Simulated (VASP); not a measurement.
Input of a VASP 6.6.1 run:

File INCAR:

```
ALGO = Normal ; EDIFF = 1E-7
ENCUT = 520 ; GGA = PE
ISIF = 2 ; ISMEAR = 0
LASPH = True ; LCHARG = False
LREAL = False ; LWAVE = False
NBANDS = 16 ; NELM = 100
PREC = Accurate ; SIGMA = 0.1
```

The input KPOINTS:

```
k-points
0
Gamma
  14 14 14
```

The input POSCAR:

```
AlRu
1.0
    3.0040315115      0.0000000000      0.0000000000
    0.0000000000      3.0040315115      0.0000000000
    0.0000000000      0.0000000000      3.0040315115
Al Ru
1 1
Direct
    0.0000000000      0.0000000000      0.0000000000
    0.5000000000      0.5000000000      0.5000000000
```

Potentials or basis: VASP PAW PBE potentials, release 64 (Al, Ru_pv).

Run with:

```console
$ cat potpaw_PBE.64/Al/POTCAR potpaw_PBE.64/Ru_pv/POTCAR > POTCAR
$ mpirun -np 1 vasp_std > vasp.out
```

Question: What does it give for the pressure?

Answer: 0.0 GPa.
